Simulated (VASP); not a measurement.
# Pd (Cmce) in VASP: relaxation of cell and atoms with r2SCAN

Aim: the relaxation of cell and atoms of Pd with r2SCAN.

Everything below comes from runs of VASP 6.6.1. Logs are shortened: lines on timing, memory, paths and dates and some standing lists are left out, and cuts for length are marked.

## (1) The cell of the first run

It takes space group Cmce (No. 64, orthorhombic). The conventional cell has a = 4.210 Å, b = 7.136 Å, c = 4.216 Å, α = 90.00°, β = 90.00°, γ = 90.00°. Pd (site symmetry m) has 7 Pd at 2.27 to 2.61 Å within 3.0 Å.

## (2) Relaxation of cell and atoms, r2SCAN

Input file POSCAR:

```
Pd
1.0
    2.1051807153     -3.5678909111      0.0000000000
    2.1051807153      3.5678909111      0.0000000000
    0.0000000000      0.0000000000      4.2159619292
Pd
4
Direct
    0.1525000000      0.8475000000      0.0785000000
    0.6525000000      0.3475000000      0.4215000000
    0.8475000000      0.1525000000      0.9215000000
    0.3475000000      0.6525000000      0.5785000000
```

Input file INCAR.step1:

```
SYSTEM = Pd
PREC = Accurate ; ENCUT = 600
ISMEAR = 0 ; SIGMA = 0.1
LREAL = .False. ; LASPH = .True.
NELM = 100 ; GGA = PE
ALGO = Normal ; EDIFF = 1E-4
LWAVE = .True. ; LCHARG = .False.
```

Input file INCAR.step2:

```
SYSTEM = Pd
PREC = Accurate ; ENCUT = 600
EDIFF = 1E-7 ; ISMEAR = 0
SIGMA = 0.1 ; LREAL = .False.
LASPH = .True. ; NELM = 100
ALGO = Normal ; ISIF = 3
LWAVE = .False. ; LCHARG = .False.
METAGGA = R2SCAN ; LMIXTAU = .True.
IBRION = 2 ; NSW = 90
EDIFFG = -0.04 ; ISTART = 1
```

Input file KPOINTS:

```
regular mesh
0
Gamma
  6 6 4
  0 0 0
```

Potentials or basis: VASP PAW PBE potentials, release 64 (Pd).

On the command line:

```bash
cat potpaw_PBE.64/Pd/POTCAR > POTCAR
cp INCAR.step1 INCAR
mpirun -np 1 vasp_std > vasp.out
cp INCAR.step2 INCAR
mpirun -np 1 vasp_std > vasp.out
```

OUTCAR:

```text
SYSTEM = Pd
   PREC = Accurate
   ENCUT = 600
   EDIFF = 1E-7
   ISMEAR = 0
   LREAL = .False.
   LASPH = .True.
   NELM = 100
   ISIF = 3
   METAGGA = R2SCAN
   IBRION = 2
   NSW = 90
   EDIFFG = -0.04
   ISTART = 1

 ion  position               nearest neighbor table
   1  0.153  0.847  0.078-   3 2.27   4 2.53   4 2.53   2 2.55   2 2.55   3 2.61   3 2.61
   2  0.653  0.347  0.422-   4 2.27   3 2.53   3 2.53   1 2.55   1 2.55   4 2.61   4 2.61
   3  0.847  0.153  0.922-   1 2.27   2 2.53   2 2.53   4 2.55   4 2.55   1 2.61   1 2.61
   4  0.347  0.653  0.578-   2 2.27   1 2.53   1 2.53   3 2.55   3 2.55   2 2.61   2 2.61

  LATTYP: Found a base centered orthorhombic cell.
 ALAT       =     4.2103614306
 B/A-ratio  =     1.6948145521
 C/A-ratio  =     1.0013301705

  Lattice vectors:

 A1 = (   2.1051807153,  -3.5678909111,   0.0000000000)
 A2 = (   2.1051807153,   3.5678909111,   0.0000000000)
 A3 = (   0.0000000000,   0.0000000000,   4.2159619292)

Analysis of symmetry for initial positions (statically):
=====================================================================
 Subroutine PRICEL returns:
 Original cell was already a primitive cell.

 Routine SETGRP: Setting up the symmetry group for a
 base centered orthorhombic supercell.

 Subroutine GETGRP returns: Found  8 space group operations
 (whereof  4 operations were pure point group operations)
 out of a pool of  8 trial point group operations.

The static configuration has the point symmetry C_2h.
 The point group associated with its full space group is D_2h.

Analysis of symmetry for dynamics (positions and initial velocities):
=====================================================================
 Subroutine PRICEL returns:
 Original cell was already a primitive cell.

 Routine SETGRP: Setting up the symmetry group for a
 base centered orthorhombic supercell.

 Subroutine GETGRP returns: Found  8 space group operations
 (whereof  4 operations were pure point group operations)
 out of a pool of  8 trial point group operations.

The dynamic configuration has the point symmetry C_2h.
 The point group associated with its full space group is D_2h.

 Subroutine INISYM returns: Found  8 space group operations
 (whereof  4 operations are pure point group operations),
 and found     1 'primitive' translations

----------------------------------------------------------------------------------------

                                     Primitive cell

  volume of cell :      63.3326

  direct lattice vectors                    reciprocal lattice vectors
     2.105180715 -3.567890911  0.000000000     0.237509301 -0.140138814  0.000000000
     2.105180715  3.567890911  0.000000000     0.237509301  0.140138814  0.000000000
     0.000000000  0.000000000  4.215961929     0.000000000  0.000000000  0.237193793

  length of vectors
     4.142659942  4.142659942  4.215961929     0.275770838  0.275770838  0.237193793

  position of ions in fractional coordinates (direct lattice)
     0.152500000  0.847500000  0.078500000
     0.652500000  0.347500000  0.421500000
     0.847500000  0.152500000  0.921500000
     0.347500000  0.652500000  0.578500000

  ion indices of the primitive-cell ions
   primitive index   ion index
                 1           1
                 2           2
                 3           3
                 4           4

----------------------------------------------------------------------------------------

 KPOINTS: regular mesh

Automatic generation of k-mesh.
 Grid dimensions read from file:
 generate k-points for:    6    6    4

 Generating k-lattice:

  Cartesian coordinates                     Fractional coordinates (reciprocal lattice)
     0.039584883 -0.023356469  0.000000000     0.166666667  0.000000000  0.000000000
     0.039584883  0.023356469  0.000000000     0.000000000  0.166666667  0.000000000
     0.000000000  0.000000000  0.059298448     0.000000000  0.000000000  0.250000000

  Length of vectors
     0.045961806  0.045961806  0.059298448

  Shift w.r.t. Gamma in fractional coordinates (k-lattice)
     0.000000000  0.000000000  0.000000000

 Subroutine IBZKPT returns following result:
 ===========================================

 Found     39 irreducible k-points:

 Following reciprocal coordinates:
            Coordinates               Weight
  0.000000  0.000000  0.000000      1.000000
  0.166667  0.000000  0.000000      4.000000
  0.333333 -0.000000  0.000000      4.000000
  0.500000  0.000000  0.000000      2.000000
  0.166667  0.166667  0.000000      2.000000
  0.333333  0.166667  0.000000      4.000000
[... 16 lines left out ...]
  0.333333  0.333333  0.250000      4.000000
  0.500000  0.333333  0.250000      8.000000
 [... further k-points ...]
   k-points           NKPTS =     39   k-points in BZ     NKDIM =     39   number of bands    NBANDS=     24
   number of dos      NEDOS =    301   number of ions     NIONS =      4
   total plane-waves  NPLWV =  46656
   dimension x,y,z NGX =    36 NGY =   36 NGZ =   36
   dimension x,y,z NGXF=    72 NGYF=   72 NGZF=   72
   ions per type =               4
   NGX,Y,Z   is equivalent  to a cutoff of  14.45, 14.45, 14.20 a.u.
   NGXF,Y,Z  is equivalent  to a cutoff of  28.89, 28.89, 28.39 a.u.
 SYSTEM =  Pd
   PREC   = accura    normal or accurate (medium, high low for compatibility)
   ISTART =      1    job   : 0-new  1-cont  2-samecut
   ICHARG =      0    charge: 1-file 2-atom 10-const
   ISPIN  =      1    spin polarized calculation?
   LNONCOLLINEAR =      F non collinear calculations
   LSORBIT =      F    spin-orbit coupling
   LASPH  =      T    aspherical Exc in radial PAW
   ENCUT  =  600.0 eV  44.10 Ry    6.64 a.u.   8.27  8.27  8.42*2*pi/ulx,y,z
   NELM   =    100;   NELMIN=  2; NELMDL=  0     # of ELM steps
   EDIFF  = 0.1E-06   stopping-criterion for ELM
   LREAL  =      F    real-space projection
   EDIFFG = -.4E-01   stopping-criterion for IOM
   NSW    =     90    number of steps for IOM
   IBRION =      2    ionic relax: 0-MD 1-quasi-New 2-CG
   NFREE  =      1    steps in history (QN), initial steepest desc. (CG)
   ISIF   =      3    stress and relaxation
   ISYM   =      2    0-nonsym 1-usesym 2-fastsym
   POTIM  = 0.5000    time-step for ionic-motion
   TEBEG  =    0.0;   TEEND  =   0.0 temperature during run
   PSTRESS=    0.0 pullay stress
   NELECT =      40.0000    total number of electrons
   NUPDOWN=      -1.0000    fix difference up-down
   EMIN   =  10.00;   EMAX   =-10.00  energy-range for DOS
   EFERMI =   0.00;   METHOD = LEGACY
   ISMEAR =     0;   SIGMA  =   0.10  broadening in eV -4-tet -1-fermi 0-gaus
   EFERMI_NEDOS =   21; number of points for ismear=-14 and -15
   IALGO  =     38    algorithm
   IMIX   =      4    mixing-type and parameters
     AMIX     =   0.40;   BMIX     =  1.00
     AMIX_MAG =   1.60;   BMIX_MAG =  1.00
  volume/ion in A,a.u.               =      15.83       106.85
  Fermi-wavevector in a.u.,A,eV,Ry     =   1.404599  2.654307 26.842903  1.972898
  Thomas-Fermi vector in A             =   2.527144
   LORBIT       =      0    0 simple, 1 ext, 2 COOP (PROOUT), +10 PAW based schemes
   METAGGA = R2SCAN    functional components
   LHFCALC =     F    Hartree Fock is set to
   AEXX    =    0.0000 exact exchange contribution
   IVDW    =     0    specifies the selected vdW correction
   LEPSILON=     F    determine dielectric tensor
   LRPA    =     F    only Hartree local field effects (RPA)
 conjugate gradient relaxation of ions
 non-spin polarized calculation
 Gauss-broadening in eV      SIGMA  =   0.10
  energy-cutoff  :      600.00
  volume of cell :       63.33
 maximum number of plane-waves:      2131
 NGX is ok and might be reduce to    36
   NGX = 17   NGY = 17   NGZ = 17

--------------------------------------- Ionic step        1  -------------------------------------------

 number of electron      40.0000002 magnetization

 Free energy of the ion-electron system (eV)
  ---------------------------------------------------
  ext. energy  EPLUGINS =         0.00000000
  ---------------------------------------------------
  free energy    TOTEN  =       -88.66138644 eV

  energy without entropy =      -88.62870168  energy(sigma->0) =      -88.64504406

------------------------ aborting loop because EDIFF is reached ----------------------------------------

  FORCE on cell =-STRESS in cart. coord.  units (eV):
  Direction    XX          YY          ZZ          XY          YZ          ZX
  --------------------------------------------------------------------------------------
  -------------------------------------------------------------------------------------
  Total        8.4820355     16.3954351      8.4691177      0.0000000     -0.0000000      0.0000000
  in kB      214.5769375    414.7686303    214.2501443      0.0000000     -0.0000000      0.0000000
  external PRESSURE =     281.1985707 kB  Pullay stress =       0.0000000 kB
[... 95 lines left out ...]
  FREE ENERGIE OF THE ION-ELECTRON SYSTEM (eV)
  ---------------------------------------------------
  free  energy   TOTEN  =       -89.5547237630 eV

  energy  without entropy=      -89.5064294671  energy(sigma->0) =      -89.53057662

[... ionic steps 4 to 27 ...]

--------------------------------------- Ionic step       28  -------------------------------------------

 number of electron      40.0000003 magnetization

------------------------ aborting loop because EDIFF is reached ----------------------------------------

  FORCE on cell =-STRESS in cart. coord.  units (eV):
  Direction    XX          YY          ZZ          XY          YZ          ZX
  --------------------------------------------------------------------------------------
  -------------------------------------------------------------------------------------
  Total       -0.1517807      0.2895532     -0.2783146      0.0000000     -0.0000000      0.0000000
  in kB       -3.7302207      7.1161703     -6.8399675      0.0000000     -0.0000000      0.0000000
  external PRESSURE =      -1.1513393 kB  Pullay stress =       0.0000000 kB
[... 61 lines left out ...]
  energy  without entropy=      -90.7868890144  energy(sigma->0) =      -90.79914173

--------------------------------------- Ionic step       30  -------------------------------------------

 number of electron      40.0000005 magnetization

 Free energy of the ion-electron system (eV)
  ---------------------------------------------------
  ext. energy  EPLUGINS =         0.00000000
  ---------------------------------------------------
  free energy    TOTEN  =       -90.81190484 eV

  energy without entropy =      -90.78729098  energy(sigma->0) =      -90.79959791

 E-fermi :   8.2768     XC(G=0): -13.3058

 val. band max:        8.2586663190   @ k =   0.5000   0.5000   0.2500
 cond. band min:       8.2816512053   @ k =   0.5000   0.5000   0.0000
 fundamental gap:      0.0229848863
 Fermi energy:         8.2767653387

 k-point     1 :       0.0000    0.0000    0.0000
  band No.  band energies     occupation
      1       1.6665      2.00000
      2       3.1313      2.00000
      3       3.4274      2.00000
      4       3.5690      2.00000
      5       3.6133      2.00000
      6       3.6920      2.00000
[... 637 lines left out ...]
     23      12.7586      0.00000
     24      13.7967      0.00000

 [... further k-points ...]
[... 5 lines left out ...]
  --------------------------------------------------------------------------------------
  -------------------------------------------------------------------------------------
  Total        0.1142005     -0.0477684      0.0125887      0.0000000      0.0000000      0.0000000
  in kB        2.8112730     -1.1759143      0.3098959      0.0000000      0.0000000      0.0000000
  external PRESSURE =       0.6484182 kB  Pullay stress =       0.0000000 kB
[... 19 lines left out ...]
  FREE ENERGIE OF THE ION-ELECTRON SYSTEM (eV)
  ---------------------------------------------------
  free  energy   TOTEN  =       -90.8119048430 eV

  energy  without entropy=      -90.7872909761  energy(sigma->0) =      -90.79959791

 reached required accuracy - stopping structural energy minimisation
```

Run time: 48 min. Hardware: 1 thread of Intel Xeon 6975P-C (Granite Rapids), shared host; peak memory 0.25 GiB.

Results:

```yaml
Free_energy: -90.8119 eV
Relaxed_volume: 16.27 Å³/atom
Relaxed_cell: a = 4.973 Å, b = 4.973 Å, c = 3.815 Å, α = 90.00°, β = 90.00°, γ = 136.38°
Space_group_after_relaxing_to_0.05_Å: Fmmm (No. 69)
Energy_gained_by_relaxing: 537.6 meV/atom
Ionic_steps: 30
Pressure_after_relaxing: 0.1 GPa
Largest_force_after_relaxing: 0.006 eV/Å
Band_gap_on_the_k_mesh: zero (band 20 reaches 9.09 eV, above the bottom of band 21 at 7.32 eV)
```

Forces in eV/Å, atoms in the order of the input:
```
Pd   0.000  0.001 -0.006
Pd   0.000  0.001  0.006
Pd   0.000 -0.001  0.006
Pd   0.000 -0.001 -0.006
```

Step by step:
```tsv
step	energy change (eV)	largest force (eV/Å)	pressure (GPa)	volume (Å³)
1	0.0000	1.4315	28.12	63.33
2	0.2331	0.0989	-14.46	92.16
3	-0.8933	0.1859	-1.45	74.31
4	-0.8970	0.1759	-0.55	73.74
5	-0.8975	0.1704	-0.08	73.46
6	-0.9050	0.1781	-0.10	73.40
7	-0.9302	0.2115	-0.20	73.23
8	-0.9949	0.3206	-0.55	72.84
9	-1.2165	0.5878	-2.04	71.88
10	-1.9135	0.6414	-5.79	69.25
11	5.2396	10.9941	61.03	61.64
12	-1.9524	0.5224	-6.00	69.00
13	-1.5547	1.9801	3.35	65.64
14	-2.0497	0.3683	-5.94	68.36
15	-2.0892	0.3173	-5.08	67.65
16	-2.0876	0.2951	-5.41	67.84
17	-2.0908	0.2975	-5.21	67.73
18	-2.0944	0.3152	-4.78	67.50
19	-2.0947	0.3260	-4.63	67.41
20	-2.0990	0.3238	-4.41	67.30
21	-2.1107	0.3131	-3.80	66.97
22	-2.1290	0.2910	-2.45	66.32
23	-2.1436	0.2373	0.52	65.03
24	-2.1436	0.2394	0.41	65.07
25	-2.1451	0.2067	0.34	65.09
26	-2.1482	0.1081	0.11	65.14
27	-2.1486	0.0930	-0.28	65.23
28	-2.1494	0.0144	-0.12	65.19
29	-2.1500	0.0093	-0.08	65.17
30	-2.1505	0.0064	0.06	65.08
```

Final structure:
```yaml
crystal:
  lattice:
    - [1.84762, -4.61725, 0.00000]
    - [1.84762, 4.61725, 0.00000]
    - [0.00000, 0.00000, 3.81460]
  atoms:
    - { symbol: Pd, position: [0.13813, 0.86187, 0.00014] }
    - { symbol: Pd, position: [0.63813, 0.36187, 0.49986] }
    - { symbol: Pd, position: [0.86187, 0.13813, 0.99986] }
    - { symbol: Pd, position: [0.36187, 0.63813, 0.50014] }
```

Caveat: the k points lie up to 0.41 Å⁻¹ apart in the final cell; the PAW data sets were made with another functional, which shifts forces and pressure a little.
